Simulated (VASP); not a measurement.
# Ti in VASP: single point with PBE

Aim: the single point of Ti with PBE.

All numbers are computed with VASP 6.6.1; they aren't measurements. Logs are shortened: lines on timing, memory, paths and dates and some standing lists are left out, and cuts for length are marked.

## (1) The cell of the first run

The cell holds a slab with vacuum, 8 atoms: a = 2.871 Å, b = 4.060 Å, c = 27.048 Å, α = 90.00°, β = 90.00°, γ = 90.00°.

## (2) Single point, PBE

The input, INCAR:

```
SYSTEM = Ti
ALGO = Normal
DIPOL = 0.5 0.5 0.501
EDIFF = 1E-6
ENCUT = 520
GGA = PE
IDIPOL = 3
ISIF = 2
ISMEAR = 0
LASPH = .TRUE.
LCHARG = .FALSE.
LDIPOL = .TRUE.
LREAL = .FALSE.
LWAVE = .FALSE.
NBANDS = 58
NELM = 60
PREC = Accurate
SIGMA = 0.1
```

The input, KPOINTS:

```
k-points
0
G
  9 6 1
  0 0 0
```

The input, POSCAR:

```
Ti
1.0
    2.8708535300      0.0000000000      0.0000000000
    0.0000000000      4.0600000000      0.0000000000
    0.0000000000      0.0000000000     27.0479872824
Ti
8
Direct
    0.5000000000      0.5000000000      0.3142562850
    0.0000000000      0.0000000000      0.3673259164
    0.5000000000      0.5000000000      0.4203955478
    0.0000000000      0.0000000000      0.4734651791
    0.5000000000      0.5000000000      0.5277024806
    0.0000000000      0.0000000000      0.5829269161
    0.5000000000      0.5000000000      0.6364447941
    0.0000000000      0.0000000000      0.6858256386
```

Potentials or basis: VASP PAW PBE potentials, release 64 (Ti_sv).

Launch:

```sh
$ cat potpaw_PBE.64/Ti_sv/POTCAR > POTCAR
$ mpirun -np 1 vasp_std > vasp.out
```

OUTCAR:

```text
SYSTEM = Ti
   EDIFF = 1E-6
   ENCUT = 520
   GGA = PE
   ISIF = 2
   ISMEAR = 0
   LASPH = .TRUE.
   LREAL = .FALSE.
   NELM = 60
   PREC = Accurate

 ion  position               nearest neighbor table
   1  0.500  0.500  0.314-   3 2.87   2 2.87   2 2.87   2 2.87   2 2.87
   2  0.000  0.000  0.367-   4 2.87   3 2.87   1 2.87   1 2.87   3 2.87   1 2.87   3 2.87   1 2.87
                             3 2.87
   3  0.500  0.500  0.420-   1 2.87   4 2.87   4 2.87   4 2.87   4 2.87   2 2.87   2 2.87   2 2.87
                             2 2.87   5 2.90
   4  0.000  0.000  0.473-   2 2.87   3 2.87   3 2.87   3 2.87   3 2.87   5 2.89   5 2.89   5 2.89
                             5 2.89
   5  0.500  0.500  0.528-   4 2.89   4 2.89   4 2.89   4 2.89   6 2.90   6 2.90   6 2.90   6 2.90
                             3 2.90
   6  0.000  0.000  0.583-   8 2.78   7 2.88   7 2.88   7 2.88   7 2.88   5 2.90   5 2.90   5 2.90
                             5 2.90
   7  0.500  0.500  0.636-   8 2.82   8 2.82   8 2.82   8 2.82   6 2.88   6 2.88   6 2.88   6 2.88

   8  0.000  0.000  0.686-   6 2.78   7 2.82   7 2.82   7 2.82   7 2.82

  LATTYP: Found a simple orthorhombic cell.
 ALAT       =     2.8708535300
 B/A-ratio  =     1.4142135632
 C/A-ratio  =     9.4215838599

  Lattice vectors:

 A1 = (   2.8708535300,   0.0000000000,   0.0000000000)
 A2 = (   0.0000000000,   4.0600000000,   0.0000000000)
 A3 = (   0.0000000000,   0.0000000000,  27.0479872824)

Analysis of symmetry for initial positions (statically):
=====================================================================
 Subroutine PRICEL returns:
 Original cell was already a primitive cell.

 Routine SETGRP: Setting up the symmetry group for a
 simple orthorhombic supercell.

 Subroutine GETGRP returns: Found  4 space group operations
 (whereof  4 operations were pure point group operations)
 out of a pool of  8 trial point group operations.

The static configuration has the point symmetry C_2v.

Analysis of symmetry for dynamics (positions and initial velocities):
=====================================================================
 Subroutine PRICEL returns:
 Original cell was already a primitive cell.

 Routine SETGRP: Setting up the symmetry group for a
 simple orthorhombic supercell.

 Subroutine GETGRP returns: Found  4 space group operations
 (whereof  4 operations were pure point group operations)
 out of a pool of  8 trial point group operations.

The dynamic configuration has the point symmetry C_2v.

 Subroutine INISYM returns: Found  4 space group operations
 (whereof  4 operations are pure point group operations),
 and found     1 'primitive' translations

----------------------------------------------------------------------------------------

                                     Primitive cell

  volume of cell :     315.2623

  direct lattice vectors                    reciprocal lattice vectors
     2.870853530  0.000000000  0.000000000     0.348328464  0.000000000  0.000000000
     0.000000000  4.060000000  0.000000000     0.000000000  0.246305419  0.000000000
     0.000000000  0.000000000 27.047987282     0.000000000  0.000000000  0.036971328

  length of vectors
     2.870853530  4.060000000 27.047987282     0.348328464  0.246305419  0.036971328

  position of ions in fractional coordinates (direct lattice)
     0.500000000  0.500000000  0.314256285
     0.000000000  0.000000000  0.367325916
     0.500000000  0.500000000  0.420395548
     0.000000000  0.000000000  0.473465179
     0.500000000  0.500000000  0.527702481
     0.000000000  0.000000000  0.582926916
     0.500000000  0.500000000  0.636444794
     0.000000000  0.000000000  0.685825639

  ion indices of the primitive-cell ions
   primitive index   ion index
                 1           1
                 2           2
                 3           3
                 4           4
                 5           5
                 6           6
                 7           7
                 8           8

----------------------------------------------------------------------------------------

 KPOINTS: k-points

Automatic generation of k-mesh.
 Grid dimensions read from file:
 generate k-points for:    9    6    1

 Generating k-lattice:

  Cartesian coordinates                     Fractional coordinates (reciprocal lattice)
     0.038703163  0.000000000  0.000000000     0.111111111  0.000000000  0.000000000
     0.000000000  0.041050903  0.000000000     0.000000000  0.166666667  0.000000000
     0.000000000  0.000000000  0.036971328     0.000000000  0.000000000  1.000000000

  Length of vectors
     0.038703163  0.041050903  0.036971328

  Shift w.r.t. Gamma in fractional coordinates (k-lattice)
     0.000000000  0.000000000  0.000000000

 Subroutine IBZKPT returns following result:
 ===========================================

 Found     20 irreducible k-points:

 Following reciprocal coordinates:
            Coordinates               Weight
  0.000000  0.000000  0.000000      1.000000
  0.111111  0.000000  0.000000      2.000000
  0.222222  0.000000  0.000000      2.000000
  0.333333  0.000000  0.000000      2.000000
  0.444444  0.000000  0.000000      2.000000
  0.000000  0.166667  0.000000      2.000000
[... 12 lines left out ...]
  0.333333  0.500000  0.000000      2.000000
  0.444444  0.500000  0.000000      2.000000
   k-points           NKPTS =     20   k-points in BZ     NKDIM =     20   number of bands    NBANDS=     58
   number of dos      NEDOS =    301   number of ions     NIONS =      8
   total plane-waves  NPLWV = 151200
   dimension x,y,z NGX =    24 NGY =   30 NGZ =  210
   dimension x,y,z NGXF=    48 NGYF=   60 NGZF=  420
   ions per type =               8
   NGX,Y,Z   is equivalent  to a cutoff of  13.90, 12.28, 12.91 a.u.
   NGXF,Y,Z  is equivalent  to a cutoff of  27.80, 24.57, 25.81 a.u.
 SYSTEM =  Ti
   PREC   = accura    normal or accurate (medium, high low for compatibility)
   ISTART =      0    job   : 0-new  1-cont  2-samecut
   ICHARG =      2    charge: 1-file 2-atom 10-const
   ISPIN  =      1    spin polarized calculation?
   LNONCOLLINEAR =      F non collinear calculations
   LSORBIT =      F    spin-orbit coupling
   LASPH  =      T    aspherical Exc in radial PAW
   ENCUT  =  520.0 eV  38.22 Ry    6.18 a.u.   5.34  7.55 50.29*2*pi/ulx,y,z
   NELM   =     60;   NELMIN=  2; NELMDL= -5     # of ELM steps
   EDIFF  = 0.1E-05   stopping-criterion for ELM
   LREAL  =      F    real-space projection
   EDIFFG = 0.1E-04   stopping-criterion for IOM
   NSW    =      0    number of steps for IOM
   IBRION =     -1    ionic relax: 0-MD 1-quasi-New 2-CG
   NFREE  =      0    steps in history (QN), initial steepest desc. (CG)
   ISIF   =      2    stress and relaxation
   ISYM   =      2    0-nonsym 1-usesym 2-fastsym
   POTIM  = 0.5000    time-step for ionic-motion
   TEBEG  =    0.0;   TEEND  =   0.0 temperature during run
   PSTRESS=    0.0 pullay stress
   NELECT =      96.0000    total number of electrons
   NUPDOWN=      -1.0000    fix difference up-down
   EMIN   =  10.00;   EMAX   =-10.00  energy-range for DOS
   EFERMI =   0.00;   METHOD = LEGACY
   ISMEAR =     0;   SIGMA  =   0.10  broadening in eV -4-tet -1-fermi 0-gaus
   EFERMI_NEDOS =   21; number of points for ismear=-14 and -15
   IALGO  =     38    algorithm
   IMIX   =      4    mixing-type and parameters
     AMIX     =   0.40;   BMIX     =  1.00
     AMIX_MAG =   1.60;   BMIX_MAG =  1.00
  volume/ion in A,a.u.               =      39.41       265.94
  Fermi-wavevector in a.u.,A,eV,Ry     =   1.101390  2.081326 16.504690  1.213061
  Thomas-Fermi vector in A             =   2.237817
   LORBIT       =      0    0 simple, 1 ext, 2 COOP (PROOUT), +10 PAW based schemes
   GGA     = PE    functional components
   LHFCALC =     F    Hartree Fock is set to
   AEXX    =    0.0000 exact exchange contribution
   IVDW    =     0    specifies the selected vdW correction
   LEPSILON=     F    determine dielectric tensor
   LRPA    =     F    only Hartree local field effects (RPA)
 non-spin polarized calculation
 Gauss-broadening in eV      SIGMA  =   0.10
  energy-cutoff  :      520.00
  volume of cell :      315.26
 maximum number of plane-waves:      8529
 NGX is ok and might be reduce to    24
   NGX = 11   NGY = 15   NGZ =101

 dipolmoment           0.000000      0.000000     -0.001814 electrons x Angstroem

 number of electron      96.0000039 magnetization

 dipolmoment           0.000000      0.000000      0.002000 electrons x Angstroem

 Free energy of the ion-electron system (eV)
  ---------------------------------------------------
  ext. energy  EPLUGINS =         0.00000000
  ---------------------------------------------------
  free energy    TOTEN  =       -59.50850292 eV

  energy without entropy =      -59.44709593  energy(sigma->0) =      -59.47779943

 E-fermi :   1.8627     XC(G=0):  -5.8218

 val. band max:        1.8601398472   @ k =   0.1111   0.3333   0.0000
 cond. band min:       1.8673476093   @ k =   0.3333   0.0000   0.0000
 fundamental gap:      0.0072077621
 Fermi energy:         1.8626899653

 k-point     1 :       0.0000    0.0000    0.0000
  band No.  band energies     occupation
      1     -55.1025      2.00000
      2     -55.0413      2.00000
      3     -54.8137      2.00000
      4     -54.7816      2.00000
      5     -54.7149      2.00000
      6     -54.6765      2.00000
[... 50 lines left out ...]
     57       3.0436      0.00000
     58       3.1061      0.00000

 k-point     2 :       0.1111    0.0000    0.0000
  band No.  band energies     occupation
      1     -55.0964      2.00000
      2     -55.0347      2.00000
      3     -54.8038      2.00000
      4     -54.7734      2.00000
      5     -54.7088      2.00000
      6     -54.6731      2.00000
[... 50 lines left out ...]
     57       3.0551      0.00000
     58       3.1446      0.00000
[... 1035 lines left out ...]
     57       2.6957      0.00000
     58       2.6974      0.00000

 k-point    20 :       0.4444    0.5000    0.0000
  band No.  band energies     occupation
      1     -55.0513      2.00000
      2     -54.9851      2.00000
      3     -54.7025      2.00000
      4     -54.7011      2.00000
      5     -54.6723      2.00000
      6     -54.6695      2.00000
[... 50 lines left out ...]
     57       3.1117      0.00000
     58       3.1531      0.00000

------------------------ aborting loop because EDIFF is reached ----------------------------------------

 vacuum level on the upper side and lower side of the slab       (xc-potential included)        -0.175        -0.200

  FORCE on cell =-STRESS in cart. coord.  units (eV):
  Direction    XX          YY          ZZ          XY          YZ          ZX
  --------------------------------------------------------------------------------------
  -------------------------------------------------------------------------------------
  Total        1.2896665     -3.0984731     -0.5956402      0.0000000      0.0000000      0.0000000
  in kB        6.5541442    -15.7465814     -3.0270705      0.0000000      0.0000000      0.0000000
  external PRESSURE =      -4.0731693 kB  Pullay stress =       0.0000000 kB

 VOLUME and BASIS-vectors are now :
 -----------------------------------------------------------------------------
  energy-cutoff  :      520.00
  volume of cell :      315.26
      direct lattice vectors                 reciprocal lattice vectors
     2.870853530  0.000000000  0.000000000     0.348328464  0.000000000  0.000000000
     0.000000000  4.060000000  0.000000000     0.000000000  0.246305419  0.000000000
     0.000000000  0.000000000 27.047987282     0.000000000  0.000000000  0.036971328

 POSITION                                       TOTAL-FORCE (eV/Angst)
 -----------------------------------------------------------------------------------
      1.43543      2.03000      8.50000         0.000000      0.000000      0.386994
      0.00000      0.00000      9.93543         0.000000      0.000000     -0.293740
      1.43543      2.03000     11.37085         0.000000      0.000000     -0.234406
      0.00000      0.00000     12.80628         0.000000      0.000000      0.160043
      1.43543      2.03000     14.27329         0.000000      0.000000     -0.001594
      0.00000      0.00000     15.76700         0.000000      0.000000     -0.012711
      1.43543      2.03000     17.21455         0.000000      0.000000     -0.004336
      0.00000      0.00000     18.55020         0.000000      0.000000     -0.000250
 -----------------------------------------------------------------------------------
    total drift:                                0.000000     -0.000000      0.000743

  FREE ENERGIE OF THE ION-ELECTRON SYSTEM (eV)
  ---------------------------------------------------
  free  energy   TOTEN  =       -59.5085029231 eV

  energy  without entropy=      -59.4470959339  energy(sigma->0) =      -59.47779943

 vacuum level on the upper side and lower side of the slab         5.010         4.987
```

It took 16 min on 1 thread of Intel Xeon 8259CL, shared host; peak memory 0.48 GiB.

What came out:

```
Free energy            : -59.5085 eV
Largest force          : 0.387 eV/Å
Band gap on the k mesh : zero (bands 48 and 49 overlap by 0.51 eV)
```

Forces on the atoms (eV/Å):
```
Ti   0.000  0.000  0.387
Ti   0.000  0.000 -0.294
Ti   0.000  0.000 -0.234
Ti   0.000  0.000  0.160
Ti   0.000  0.000 -0.002
Ti   0.000  0.000 -0.013
Ti   0.000  0.000 -0.004
Ti   0.000  0.000  0.000
```
